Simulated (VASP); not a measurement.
A run of VASP 6.6.1 is set up as follows.

File INCAR:

```
  PREC = Accurate
  ENCUT = 520
  EDIFF = 1E-8
  ISMEAR = -1
  SIGMA = 0.05
  LREAL = F
  LASPH = T
  NELM = 80
  ALGO = Normal
  ISIF = 2
  LWAVE = F
  LCHARG = F
  GGA = PE
  LEFG = T
  NBANDS = 12
```

KPOINTS

```
regular mesh
0
Gamma
  13 13 13
```

POSCAR

```
Y
1.0
    0.0000000000      2.5096055606      2.5096055606
    2.5096055606      0.0000000000      2.5096055606
    2.5096055606      2.5096055606      0.0000000000
Y
1
Direct
    0.0000000000      0.0000000000      0.0000000000
```

Potentials or basis: VASP PAW PBE potentials, release 64 (Y_sv).

Command:

```console
$ cat potpaw_PBE.64/Y_sv/POTCAR > POTCAR
$ mpirun -np 1 vasp_std > vasp.out
```

**Question.** Estimate the pressure.

**Answer.** 1.0 GPa.

Caveat: without QUAD_EFG the Cq values of the log hold for a quadrupole moment of 1 mb, not for the nuclei.
